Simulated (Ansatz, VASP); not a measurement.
# La2O3 in VASP and in Ansatz

Contents of INCAR:

```
PREC = Accurate
ENCUT = 600
EDIFF = 1E-7
ISMEAR = -1
SIGMA = 0.02
LREAL = F
LASPH = T
NELM = 100
ALGO = Normal
ISIF = 3
LWAVE = F
LCHARG = F
GGA = RP
IBRION = 2
NSW = 80
EDIFFG = -0.005
```

File KPOINTS:

```
regular mesh
0
Gamma
  6 6 4
```

The input POSCAR:

```
La2O3
1.0
    3.9307780000      0.0000000000      0.0000000000
   -1.9653890000      3.4041530000      0.0000000000
    0.0000000000      0.0000000000      6.1119540000
La O
2 3
Direct
    0.6666666667      0.3333333333      0.7537640000
    0.3333333333      0.6666666667      0.2462360000
    0.6666666667      0.3333333333      0.3541090000
    0.3333333333      0.6666666667      0.6458910000
    0.0000000000      0.0000000000      0.0000000000
```

Input for Ansatz:

```yaml
crystal:
  lattice:
    - [3.930778, 0.0, 0.0]
    - [-1.965389, 3.404153, 0.0]
    - [0.0, 0.0, 6.111954]
  atoms:
    - { symbol: La, position: [0.6666666666666666, 0.3333333333333333, 0.753764] }
    - { symbol: La, position: [0.3333333333333333, 0.6666666666666666, 0.246236] }
    - { symbol: O, position: [0.6666666666666666, 0.3333333333333333, 0.354109] }
    - { symbol: O, position: [0.3333333333333333, 0.6666666666666666, 0.645891] }
    - { symbol: O, position: [0.0, 0.0, 0.0] }
basis:
  ecutwfc: 550.0
kpoints:
  mp_grid:
    grid: [6, 6, 4]
hamiltonian:
  xc: rpbe
  dispersion: none
scf:
  occupations:
    method: fermi_dirac
    width: 0.02
relax:
  f_tol: 0.005
  cell: {}
```

Alike in both runs: task relaxation of cell and atoms; functional RPBE; k mesh 6 × 6 × 4; occupations fermi-dirac, width 0.02 eV; no spin polarisation.

```csv
,VASP,Ansatz
version,VASP 6.6.1,Ansatz 0.2.0
potentials or method,"VASP PAW PBE potentials, release 64 (La, O), cutoff 600 eV","plane waves, PAW"
valence electrons in the cell,40,40
```

```tsv
	VASP	Ansatz	Ansatz less VASP
relaxed volume (Å³/atom)	17.05	17.12	+0.067
relaxed cell length with the largest relative difference (Å)	6.280	6.289	+0.0098
```

VASP's potentials were made for PBE, not for RPBE.

Spin-orbit coupling is off throughout.
